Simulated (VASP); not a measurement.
Set up this calculation in VASP 6.6.1, as the native input.

```yaml
Task: single point
Functional: PBEsol
Potentials_or_basis: VASP PAW PBE potentials, release 64 (Zr_sv, S)
Cutoff: 520 eV
k_mesh: 12 × 12 × 12
Occupations: gaussian, width 0.1 eV
Spin: no spin polarisation
Dipole_correction: no
Further_INCAR_settings: ALGO = Normal; EDIFF = 1e-06; NBANDS = 16
```

The structure of ZrS lies in POSCAR:

```
ZrS
1.0
    0.0000000000      2.6250000000      2.6250000000
    2.6250000000      0.0000000000      2.6250000000
    2.6250000000      2.6250000000      0.0000000000
Zr S
1 1
Direct
    0.0000000000      0.0000000000      0.0000000000
    0.5000000000      0.5000000000      0.5000000000
```

These files were run (other wordings do the same):

INCAR

```
SYSTEM = ZrS
PREC = Accurate
ENCUT = 520
EDIFF = 1E-6
ISMEAR = 0
SIGMA = 0.1
LREAL = .False.
LASPH = .True.
NELM = 100
ALGO = Normal
ISIF = 2
LWAVE = .False.
LCHARG = .False.
GGA = PS
NBANDS = 16
```

KPOINTS

```
Automatic mesh
0
Gamma
  12 12 12
  0 0 0
```

Potentials or basis: VASP PAW PBE potentials, release 64 (Zr_sv, S).

The run is started by

```sh
$ cat potpaw_PBE.64/Zr_sv/POTCAR potpaw_PBE.64/S/POTCAR > POTCAR
$ mpirun -np 1 vasp_std > vasp.out
```

It gave:

```yaml
Pressure: -6.3 GPa
Band_gap_on_the_k_mesh: zero (band 9 reaches 12.07 eV, above the bottom of band 10 at 9.24 eV)
```

Caveat: the PAW data sets were made with another functional, which shifts forces and pressure a little.

Run time: 67 s on 1 thread of Intel Xeon 8259CL (shared host), peak memory 0.18 GiB.
